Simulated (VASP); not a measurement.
# PtSe2 (P-3m1) in VASP: notebook, part 2 of 2

VASP 6.6.1.

**3. Single point, PBEsol (equal strain along all axes, cell held: +2.0 %, then relaxed in part)**

INCAR

```
  ALGO = Normal
  EDIFF = 1E-7
  ENCUT = 520
  GGA = PS
  ISIF = 2
  ISMEAR = 0
  LASPH = True
  LCHARG = False
  LREAL = False
  LWAVE = False
  NBANDS = 18
  NELM = 80
  PREC = Accurate
  SIGMA = 0.1
```

KPOINTS

```
k-points
0
Gamma
  18 18 12
```

POSCAR

```
PtSe2
1.0
    3.8345482641      0.0000000000      0.0000000000
   -1.9172741320      3.3208162087      0.0000000000
    0.0000000000      0.0000000000      4.9659261633
Pt Se
1 2
Direct
    0.0000000000      0.0000000000      0.0000000000
    0.6666666667      0.3333333333      0.7512276018
    0.3333333333      0.6666666667      0.2487723982
```

Potentials or basis: VASP PAW PBE potentials, release 64 (Pt, Se).

On the command line:

```
cat potpaw_PBE.64/Pt/POTCAR potpaw_PBE.64/Se/POTCAR > POTCAR
mpirun -np 1 vasp_std > vasp.out
```

OUTCAR:

```text
EDIFF = 1E-7
   ENCUT = 520
   GGA = PS
   ISIF = 2
   ISMEAR = 0
   LASPH = True
   LREAL = False
   NELM = 80
   PREC = Accurate

 ion  position               nearest neighbor table
   1  0.000  0.000  0.000-   2 2.54   3 2.54   3 2.54   2 2.54   2 2.54   3 2.54
   2  0.667  0.333  0.751-   1 2.54   1 2.54   1 2.54
   3  0.333  0.667  0.249-   1 2.54   1 2.54   1 2.54

  LATTYP: Found a hexagonal cell.
 ALAT       =     3.8345482641
 C/A-ratio  =     1.2950485484

  Lattice vectors:

 A1 = (   3.8345482641,   0.0000000000,   0.0000000000)
 A2 = (  -1.9172741320,   3.3208162087,   0.0000000000)
 A3 = (   0.0000000000,   0.0000000000,   4.9659261633)

Analysis of symmetry for initial positions (statically):
=====================================================================
 Subroutine PRICEL returns:
 Original cell was already a primitive cell.

[... 167 lines left out ...]
  ---------------------------------------------------
  free energy    TOTEN  =       -15.86129456 eV

  energy without entropy =      -15.85725450  energy(sigma->0) =      -15.85927453

 E-fermi :   5.8372     XC(G=0): -10.6286

 val. band max:        5.8365730896   @ k =   0.1667   0.1111   0.5000
 cond. band min:       5.8414580211   @ k =   0.3333   0.3333   0.0000
 fundamental gap:      0.0048849315
 Fermi energy:         5.8372463606

 k-point     1 :       0.0000    0.0000    0.0000
  band No.  band energies     occupation
      1      -9.5465      2.00000
      2      -6.7556      2.00000
      3      -0.8970      2.00000
      4      -0.3964      2.00000
      5      -0.3964      2.00000
      6       2.1015      2.00000
[... 481 lines left out ...]
      5       0.8742      2.00000
      6       1.3115      2.00000
[... 10 lines left out ...]
     17      14.4402      0.00000
     18      15.2004      0.00000

 [... further k-points ...]

------------------------ aborting loop because EDIFF is reached ----------------------------------------

  FORCE on cell =-STRESS in cart. coord.  units (eV):
  Direction    XX          YY          ZZ          XY          YZ          ZX
  --------------------------------------------------------------------------------------
  -------------------------------------------------------------------------------------
  Total       -1.9218844     -1.9218844     -0.6578178     -0.0000000     -0.0000000      0.0000000
  in kB      -48.6943467    -48.6943467    -16.6669794     -0.0000000     -0.0000000      0.0000000
  external PRESSURE =     -38.0185576 kB  Pullay stress =       0.0000000 kB

 VOLUME and BASIS-vectors are now :
 -----------------------------------------------------------------------------
  energy-cutoff  :      520.00
  volume of cell :       63.24
      direct lattice vectors                 reciprocal lattice vectors
     3.834548264  0.000000000  0.000000000     0.260786912  0.150565394  0.000000000
    -1.917274132  3.320816209  0.000000000     0.000000000  0.301130787  0.000000000
     0.000000000  0.000000000  4.965926163     0.000000000  0.000000000  0.201372305

 POSITION                                       TOTAL-FORCE (eV/Angst)
 -----------------------------------------------------------------------------------
      0.00000      0.00000      0.00000         0.000000      0.000000      0.000000
      1.91727      1.10694      3.73054        -0.000000      0.000000     -0.015181
     -0.00000      2.21388      1.23539         0.000000     -0.000000      0.015181
 -----------------------------------------------------------------------------------
    total drift:                                0.000000     -0.000000      0.000000

  FREE ENERGIE OF THE ION-ELECTRON SYSTEM (eV)
  ---------------------------------------------------
  free  energy   TOTEN  =       -15.8612945649 eV

  energy  without entropy=      -15.8572544998  energy(sigma->0) =      -15.85927453
```

stdout:

```text
POSCAR found type information on POSCAR PtSe
 POSCAR found :  2 types and       3 ions
 scaLAPACK will be used
 -----------------------------------------------------------------------------
|                                                                             |
|                                                                             |
|     You enforced a specific xc type in the INCAR file but a different       |
|     I HOPE YOU KNOW WHAT YOU ARE DOING!                                     |
|                                                                             |
 -----------------------------------------------------------------------------

 LDA part: xc-table for (Slater+PW92), standard interpolation
 POSCAR, INCAR and KPOINTS ok, starting setup
 FFT: planning ... GRIDC
 FFT: planning ... GRID_SOFT
 FFT: planning ... GRID
 WAVECAR not read
 entering main loop
```

Run time: 5 min. Hardware: 1 thread of Intel Xeon Platinum 8488C (Sapphire Rapids), shared host; peak memory 0.54 GiB.

What came out:

| Item | Value |
| --- | --- |
| Free energy | -15.8613 eV |
| Pressure | -3.8 GPa |
| Largest force | 0.015 eV/Å |
| Band gap on the k mesh | zero (band 11 reaches 6.35 eV, above the bottom of band 12 at 5.66 eV) |

Forces in eV/Å, atoms in the order of the input:
```
Pt   0.000  0.000  0.000
Se   0.000  0.000 -0.015
Se   0.000  0.000  0.015
```

Caveat: the cell differs from its parent crystal (equal strain along all axes, cell held: +2.0 %, then relaxed in part); the PAW data sets were made with another functional, which shifts forces and pressure a little; spin-orbit coupling is left out, which moves the levels of the heavy elements.

**4. Single point, PBEsol (equal strain along all axes, cell held: +3.0 %, then relaxed in part)**

INCAR

```
PREC = Accurate ; ENCUT = 520
EDIFF = 1E-7 ; ISMEAR = 0
SIGMA = 0.1 ; LREAL = False
LASPH = True ; NELM = 60
ALGO = Normal ; ISIF = 2
LWAVE = False ; LCHARG = True
GGA = PS ; LELF = True
LVHAR = True ; NBANDS = 18
```

KPOINTS

```
regular mesh
0
Gamma
  18 18 12
```

POSCAR

```
PtSe2
1.0
    3.8721418745      0.0000000000      0.0000000000
   -1.9360709372      3.3533732304      0.0000000000
    0.0000000000      0.0000000000      5.0146117140
Pt Se
1 2
Direct
    0.0000000000      0.0000000000      0.0000000000
    0.6666666667      0.3333333333      0.7572568428
    0.3333333333      0.6666666667      0.2427431572
```

On the command line:

```
cat potpaw_PBE.64/Pt/POTCAR potpaw_PBE.64/Se/POTCAR > POTCAR
mpirun -np 1 vasp_std > vasp.out
```

It took 5.1 min on 1 thread of Intel Xeon Platinum 8488C (Sapphire Rapids), shared host; peak memory 0.55 GiB.

The run converged. Its results:

```yaml
Free_energy: -15.8074 eV
Pressure: -5.3 GPa
Largest_force: 0.017 eV/Å
Band_gap_on_the_k_mesh: zero (band 11 reaches 5.89 eV, above the bottom of band 12 at 5.31 eV)
```

Forces in eV/Å, atoms in the order of the input:
```
Pt   0.000  0.000  0.000
Se   0.000  0.000 -0.017
Se   0.000  0.000  0.017
```

Stress tensor (GPa, compression positive):
```
-6.85  0.00  0.00
 0.00 -6.85  0.00
 0.00  0.00 -2.10
```

Levels at points of the mesh, in eV from the Fermi level:
```tsv
k point	band 9	band 10	band 11	band 12	band 13	band 14
(0.00, 0.00, 0.00)	-1.14	-1.14	0.39	1.34	1.34	3.52
(0.50, 0.00, 0.00)	-3.28	-3.19	-2.78	0.61	2.21	4.38
(0.00, 0.00, 0.50)	-1.66	-1.52	-1.52	2.09	2.09	4.77
(0.50, 0.00, 0.50)	-2.96	-2.93	-1.14	1.00	1.14	4.51
```

Caveat: the cell differs from its parent crystal (equal strain along all axes, cell held: +3.0 %, then relaxed in part); the PAW data sets were made with another functional, which shifts forces and pressure a little; spin-orbit coupling is left out, which moves the levels of the heavy elements.

**5. The runs side by side**

```csv
cell,gap on the mesh (eV),pressure (GPa),largest force (eV/Å)
"a = 3.797, b = 3.797, c = 4.917 Å, angles 90.0, 90.0, 120.0°, 3 atoms",none,-2.0,0.02
"a = 3.835, b = 3.835, c = 4.966 Å, angles 90.0, 90.0, 120.0°, 3 atoms",none,-3.8,0.02
"a = 3.872, b = 3.872, c = 5.015 Å, angles 90.0, 90.0, 120.0°, 3 atoms",none,-5.3,0.02
```

Alike in all rows: task single point; level PBEsol; potentials or basis VASP PAW PBE potentials, release 64 (Pt, Se); no spin polarisation; k mesh 18 × 18 × 12; cutoff (eV) 520; smearing gaussian 0.1 eV.

Caveats: the PAW data sets were made with another functional, which shifts forces and pressure a little; spin-orbit coupling is left out, which moves the levels of the heavy elements.

Total energies depend on the potentials used, so only differences within one code and one set of settings carry meaning.
